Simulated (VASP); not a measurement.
Write the native input for VASP 6.6.1 that does the following.

```
Task                   : single point
Functional             : PBE
Potentials or basis    : VASP PAW PBE potentials, release 64 (Zn, O)
Cutoff                 : 520 eV
k mesh                 : 1 × 1 × 1
Occupations            : gaussian, width 0.01 eV
Spin                   : no spin polarisation
Dipole correction      : no
Further INCAR settings : LREAL = Auto; ALGO = Normal; EDIFF = 1e-07; NBANDS = 82
```

The structure of Zn8O7 lies in POSCAR:

```
Zn8O7
1.0
    6.5000000000      0.0000000000      0.0000000000
   -3.2500000000      5.6291650000      0.0000000000
    0.0000000000      0.0000000000      5.2100000000
Zn O
8 7
Direct
    0.1688170000      0.3281690000      0.9879840000
    0.3344130000      0.1666180000      0.5074110000
    0.1613600000      0.8301880000      0.9996130000
    0.3415310000      0.6719490000      0.4960330000
    0.6659360000      0.3336650000      0.9977830000
    0.8288470000      0.1636400000      0.5084010000
    0.6521440000      0.8328440000      0.9955400000
    0.8348080000      0.6727360000      0.4911140000
    0.1665360000      0.3354020000      0.3816010000
    0.3288960000      0.1666630000      0.8774930000
    0.3233540000      0.6643940000      0.8766400000
    0.6700560000      0.3379320000      0.3875520000
    0.8370460000      0.1731250000      0.8881830000
    0.6639420000      0.8297880000      0.3878660000
    0.8272680000      0.6693350000      0.8823540000
```

One way to write it, as run:

INCAR

```
PREC     = Accurate       # precision mode
ENCUT    = 520            # plane-wave cutoff, eV
EDIFF    = 1E-7           # SCF threshold, eV
ISMEAR   = 0              # smearing method
SIGMA    = 0.01           # smearing width, eV
LREAL    = Auto         
LASPH    = True           # aspherical terms in the spheres
NELM     = 80             # most SCF steps
ALGO     = Normal         # electronic algorithm
ISIF     = 2              # what is computed and relaxed
LWAVE    = False          # write WAVECAR
LCHARG   = False          # write CHGCAR
GGA      = PE             # functional
NBANDS   = 82             # bands
```

KPOINTS

```
Automatic mesh
0
Gamma
  1 1 1
```

Potentials or basis: VASP PAW PBE potentials, release 64 (Zn, O).

Launch:

```console
$ cat potpaw_PBE.64/Zn/POTCAR potpaw_PBE.64/O/POTCAR > POTCAR
$ mpirun -np 1 vasp_gam > vasp.out
```

It gave:

The pressure is 3.2 GPa and the largest force is 1.302 eV/Å. The band gap on the k mesh is 3.05 eV.

Caveat: the k points lie up to 1.21 Å⁻¹ apart; forces of over 1 eV/Å act on the atoms, so gaps and moduli don't describe the material at rest.

Wall time 98 s on 1 thread of AMD EPYC 7R13, on a shared host, peak memory 0.24 GiB.
